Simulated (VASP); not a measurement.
# TiAl (P4/mmm) in VASP: vibrations by perturbation theory with LDA

Aim: the vibrations by perturbation theory of TiAl with LDA.

All numbers are computed with VASP 6.6.1; they aren't measurements. Logs are shortened: lines on timing, memory, paths and dates and some standing lists are left out, and cuts for length are marked.

### 1 The cell of the first run

Symmetry: P4/mmm, No. 123, tetragonal system. Conventional cell: a = 2.769 Å, b = 2.769 Å, c = 3.998 Å, α = 90.00°, β = 90.00°, γ = 90.00°. Within 3.6 Å of Ti (site symmetry 4/mmm) lie 4 Ti at 2.77 Å and 8 Al at 2.80 Å. Al (site symmetry 4/mmm) has 4 Al at 2.77 Å and 8 Ti at 2.80 Å within 3.6 Å.

### 2 Vibrations by perturbation theory, LDA

Contents of INCAR:

```
PREC     = Accurate       # precision mode
ENCUT    = 520            # plane-wave cutoff, eV
EDIFF    = 1E-8           # SCF threshold, eV
ISMEAR   = -1             # smearing method
SIGMA    = 0.15           # smearing width, eV
LREAL    = F              # projectors in reciprocal space
LASPH    = T              # aspherical terms in the spheres
NELM     = 60             # most SCF steps
ALGO     = Normal         # electronic algorithm
ISIF     = 2              # what is computed and relaxed
LWAVE    = F              # write WAVECAR
LCHARG   = F              # write CHGCAR
IBRION   = 8              # ionic algorithm
NSW      = 1              # ionic steps
```

Contents of KPOINTS:

```
regular mesh
0
Gamma
  12 12 10
```

Contents of POSCAR:

```
TiAl
1.0
    2.7689404855      0.0000000000      0.0000000000
    0.0000000000      2.7689404855      0.0000000000
    0.0000000000      0.0000000000      3.9977212319
Ti Al
1 1
Direct
    0.5000000000      0.5000000000      0.5000000000
    0.0000000000      0.0000000000      0.0000000000
```

Potentials or basis: VASP PAW LDA potentials, release 64 (Ti_sv, Al).

On the command line:

```
$ cat potpaw_LDA.64/Ti_sv/POTCAR potpaw_LDA.64/Al/POTCAR > POTCAR
$ mpirun -np 1 vasp_std > vasp.out
```

OUTCAR:

```text
PREC = Accurate
   ENCUT = 520
   EDIFF = 1E-8
   ISMEAR = -1
   LREAL = F
   LASPH = T
   NELM = 60
   ISIF = 2
   IBRION = 8
   NSW = 1

 ion  position               nearest neighbor table
   1  0.500  0.500  0.500-   2 2.80   2 2.80   2 2.80   2 2.80   2 2.80   2 2.80   2 2.80   2 2.80

   2  0.000  0.000  0.000-   1 2.80   1 2.80   1 2.80   1 2.80   1 2.80   1 2.80   1 2.80   1 2.80

  LATTYP: Found a simple tetragonal cell.
 ALAT       =     2.7689404855
 C/A-ratio  =     1.4437728990

  Lattice vectors:

 A1 = (   2.7689404855,   0.0000000000,   0.0000000000)
 A2 = (   0.0000000000,   2.7689404855,   0.0000000000)
 A3 = (   0.0000000000,   0.0000000000,   3.9977212319)

Analysis of symmetry for initial positions (statically):
=====================================================================
 Subroutine PRICEL returns:
 Original cell was already a primitive cell.

 Routine SETGRP: Setting up the symmetry group for a
 simple tetragonal supercell.

 Subroutine GETGRP returns: Found 16 space group operations
 (whereof 16 operations were pure point group operations)
 out of a pool of 16 trial point group operations.

The static configuration has the point symmetry D_4h.

Analysis of symmetry for dynamics (positions and initial velocities):
=====================================================================
 Subroutine PRICEL returns:
 Original cell was already a primitive cell.

 Routine SETGRP: Setting up the symmetry group for a
 simple tetragonal supercell.

 Subroutine GETGRP returns: Found 16 space group operations
 (whereof 16 operations were pure point group operations)
 out of a pool of 16 trial point group operations.

The dynamic configuration has the point symmetry D_4h.

 Subroutine INISYM returns: Found 16 space group operations
 (whereof 16 operations are pure point group operations),
 and found     1 'primitive' translations

----------------------------------------------------------------------------------------

                                     Primitive cell

  volume of cell :      30.6507

  direct lattice vectors                    reciprocal lattice vectors
     2.768940485  0.000000000  0.000000000     0.361148968  0.000000000  0.000000000
     0.000000000  2.768940485  0.000000000     0.000000000  0.361148968  0.000000000
     0.000000000  0.000000000  3.997721232     0.000000000  0.000000000  0.250142504

  length of vectors
     2.768940485  2.768940485  3.997721232     0.361148968  0.361148968  0.250142504

  position of ions in fractional coordinates (direct lattice)
     0.500000000  0.500000000  0.500000000
     0.000000000  0.000000000  0.000000000

  ion indices of the primitive-cell ions
   primitive index   ion index
                 1           1
                 2           2

----------------------------------------------------------------------------------------

 KPOINTS: regular mesh

Automatic generation of k-mesh.
 Grid dimensions read from file:
 generate k-points for:   12   12   10

 Generating k-lattice:

  Cartesian coordinates                     Fractional coordinates (reciprocal lattice)
     0.030095747  0.000000000  0.000000000     0.083333333  0.000000000  0.000000000
     0.000000000  0.030095747  0.000000000     0.000000000  0.083333333  0.000000000
     0.000000000  0.000000000  0.025014250     0.000000000  0.000000000  0.100000000

  Length of vectors
     0.030095747  0.030095747  0.025014250

  Shift w.r.t. Gamma in fractional coordinates (k-lattice)
     0.000000000  0.000000000  0.000000000

 Subroutine IBZKPT returns following result:
 ===========================================

 Found    168 irreducible k-points:

 Following reciprocal coordinates:
            Coordinates               Weight
  0.000000  0.000000  0.000000      1.000000
  0.083333  0.000000  0.000000      4.000000
  0.166667  0.000000  0.000000      4.000000
  0.250000  0.000000  0.000000      4.000000
  0.333333  0.000000  0.000000      4.000000
  0.416667  0.000000  0.000000      4.000000
[... 16 lines left out ...]
  0.333333  0.333333  0.000000      4.000000
  0.416667  0.333333  0.000000      8.000000
 [... further k-points ...]
   k-points           NKPTS =    168   k-points in BZ     NKDIM =    168   number of bands    NBANDS=     11
   number of dos      NEDOS =    301   number of ions     NIONS =      2
   total plane-waves  NPLWV =  17280
[... 24 lines left out ...]
   TEBEG  =    0.0;   TEEND  =   0.0 temperature during run
   PSTRESS=    0.0 pullay stress
   NELECT =      15.0000    total number of electrons
   NUPDOWN=      -1.0000    fix difference up-down
   EMIN   =  10.00;   EMAX   =-10.00  energy-range for DOS
   EFERMI =   0.00;   METHOD = LEGACY
   ISMEAR =    -1;   SIGMA  =   0.15  broadening in eV -4-tet -1-fermi 0-gaus
   EFERMI_NEDOS =   21; number of points for ismear=-14 and -15
   IALGO  =     38    algorithm
   IMIX   =      4    mixing-type and parameters
     AMIX     =   0.40;   BMIX     =  1.00
     AMIX_MAG =   1.60;   BMIX_MAG =  1.00
  volume/ion in A,a.u.               =      15.33       103.42
  Fermi-wavevector in a.u.,A,eV,Ry     =   1.290106  2.437946 22.645170  1.664373
  Thomas-Fermi vector in A             =   2.421958
   LORBIT       =      0    0 simple, 1 ext, 2 COOP (PROOUT), +10 PAW based schemes
   GGA     = CA    functional components
   LHFCALC =     F    Hartree Fock is set to
   AEXX    =    0.0000 exact exchange contribution
   IVDW    =     0    specifies the selected vdW correction
   LEPSILON=     F    determine dielectric tensor
   LRPA    =     F    only Hartree local field effects (RPA)
 non-spin polarized calculation
  energy-cutoff  :      520.00
  volume of cell :       30.65
 maximum number of plane-waves:       856
 NGX is ok and might be reduce to    24
   NGX = 11   NGY = 11   NGZ = 15

--------------------------------------- Ionic step        1  -------------------------------------------

 number of electron      14.9999998 magnetization

 Free energy of the ion-electron system (eV)
  ---------------------------------------------------
  ext. energy  EPLUGINS =         0.00000000
  ---------------------------------------------------
  free energy    TOTEN  =       -13.65122125 eV

  energy without entropy =      -13.52512729  energy(sigma->0) =      -13.58817427

 E-fermi :   8.7068     XC(G=0): -11.5127

 val. band max:        8.6842657354   @ k =   0.3333   0.2500   0.1000
 cond. band min:       8.7179316993   @ k =   0.4167   0.1667   0.4000
 fundamental gap:      0.0336659638
 Fermi energy:         8.7068343211

 k-point     1 :       0.0000    0.0000    0.0000
  band No.  band energies     occupation
      1     -47.1254      2.00000
      2     -23.8988      2.00000
      3     -23.4237      2.00000
      4     -23.4237      2.00000
      5      -0.5464      2.00000
      6       6.7048      2.00000
      7       7.7531      1.99654
      8       8.4388      1.71307
      9      10.9651      0.00000
     10      10.9651      0.00000
     11      12.1444      0.00000
[... 309 lines left out ...]
 k-point    24 :       0.4167    0.3333    0.0000
  band No.  band energies     occupation
      1     -46.9977      2.00000
      2     -23.9118      2.00000
      3     -23.7959      2.00000
      4     -23.7787      2.00000
      5       4.4188      2.00000
      6       6.6194      2.00000
      7       7.9476      1.98741
      8       8.5578      1.45966
      9       8.8646      0.51771
     10       9.9761      0.00042
     11      12.6764      0.00000

 [... further k-points ...]

------------------------ aborting loop because EDIFF is reached ----------------------------------------

  FORCE on cell =-STRESS in cart. coord.  units (eV):
  Direction    XX          YY          ZZ          XY          YZ          ZX
  --------------------------------------------------------------------------------------
  -------------------------------------------------------------------------------------
  Total        0.0298190      0.0298190      0.0374192      0.0000000      0.0000000      0.0000000
  in kB        1.5587040      1.5587040      1.9559824      0.0000000      0.0000000      0.0000000
  external PRESSURE =       1.6911302 kB  Pullay stress =       0.0000000 kB

 VOLUME and BASIS-vectors are now :
 -----------------------------------------------------------------------------
  energy-cutoff  :      520.00
  volume of cell :       30.65
      direct lattice vectors                 reciprocal lattice vectors
     2.768940485  0.000000000  0.000000000     0.361148968  0.000000000  0.000000000
     0.000000000  2.768940485  0.000000000     0.000000000  0.361148968  0.000000000
     0.000000000  0.000000000  3.997721232     0.000000000  0.000000000  0.250142504

 POSITION                                       TOTAL-FORCE (eV/Angst)
 -----------------------------------------------------------------------------------
      1.38447      1.38447      1.99886         0.000000      0.000000      0.000000
      0.00000      0.00000      0.00000         0.000000      0.000000      0.000000
 -----------------------------------------------------------------------------------
    total drift:                                0.000000      0.000000     -0.000000

  FREE ENERGIE OF THE ION-ELECTRON SYSTEM (eV)
  ---------------------------------------------------
  free  energy   TOTEN  =       -13.6512212519 eV

  energy  without entropy=      -13.5251272894  energy(sigma->0) =      -13.58817427

[... ionic steps 2 to 3 ...]

--------------------------------------- Ionic step        4  -------------------------------------------

------------------------ aborting loop because EDIFF is reached ----------------------------------------
[... 11 lines left out ...]
[... ionic steps 8 to 8 ...]

--------------------------------------- Ionic step        9  -------------------------------------------

 Free energy of the ion-electron system (eV)
  ---------------------------------------------------
  ---------------------------------------------------
  free energy    TOTEN  =        -0.01120151 eV

  energy without entropy =       -0.01120145

------------------------ aborting loop because EDIFF is reached ----------------------------------------

 INTERNAL STRAIN TENSOR  FOR ION    2  DIRECTION 3   (eV/Angst):
 -----------------------------------------------------------------------------
     0.01158  0.00000  0.00000
     0.00000  0.01158 -0.00000
     0.00000 -0.00000 -0.00371

 INTERNAL STRAIN TENSOR FOR ION    2 for displacements in x,y,z  (eV/Angst):
          X           Y           Z          XY          YZ          ZX
  --------------------------------------------------------------------------------
  x     0.00000     0.00000     0.00000     0.00000     0.00000     0.00000
  y     0.00000     0.00000     0.00000     0.00000     0.00000     0.00000
  z     0.00000     0.00000     0.00000     0.00000     0.00000     0.00000

 SECOND DERIVATIVES (NOT SYMMETRIZED)
 ------------------------------------
               1X          1Y          1Z          2X          2Y          2Z
  1X    -4.749094    0.000000    0.000000    4.749094    0.000000    0.000000
  1Y     0.000000   -4.749094    0.000000    0.000000    4.749094    0.000000
  1Z     0.000000   -0.000000   -6.557890   -0.000000    0.000000    6.557890
  2X     4.743864    0.000000    0.000000   -4.743864    0.000000    0.000000
  2Y     0.000000    4.743864    0.000000    0.000000   -4.743864    0.000000
  2Z     0.000000    0.000000    6.549210    0.000000   -0.000000   -6.549210

 Eigenvectors and eigenvalues of the dynamical matrix
 ----------------------------------------------------

   1 f  =    9.633201 THz    60.527188 2PiTHz  321.329003 cm-1    39.839701 meV
             X         Y         Z           dx          dy          dz
      1.384470  1.384470  1.998861     0.000000   -0.000000   -0.600600
      0.000000  0.000000  0.000000     0.000000    0.000000    0.799550
[... 21 lines left out ...]
   6 f/i=    0.003063 THz     0.019248 2PiTHz    0.102185 cm-1     0.012669 meV
             X         Y         Z           dx          dy          dz
      1.384470  1.384470  1.998861     0.000000   -0.000000   -0.799550
      0.000000  0.000000  0.000000     0.000000    0.000000   -0.600600

--------------------------------------------------------------------------------------------------------

 ELASTIC MODULI CONTR FROM IONIC RELAXATION (kBar)
 Direction    XX          YY          ZZ          XY          YZ          ZX
 --------------------------------------------------------------------------------
 XX           0.0000      0.0000      0.0000      0.0000      0.0000      0.0000
 YY           0.0000      0.0000      0.0000      0.0000      0.0000      0.0000
 ZZ           0.0000      0.0000      0.0000      0.0000      0.0000      0.0000
 XY           0.0000      0.0000      0.0000      0.0000      0.0000      0.0000
 YZ           0.0000      0.0000      0.0000      0.0000      0.0000      0.0000
 ZX           0.0000      0.0000      0.0000      0.0000      0.0000      0.0000
 --------------------------------------------------------------------------------
```

It took 4.2 min on 1 thread of Intel Xeon 6975P-C (Granite Rapids), shared host; peak memory 0.39 GiB.

What came out:

```
Highest phonon frequency at Γ : 321 cm⁻¹
```

Phonon frequencies in cm⁻¹ (negative: imaginary):
| q point | frequencies |
| --- | --- |
| (0.000, 0.000, 0.000) | 0 0 0 273 273 321 |
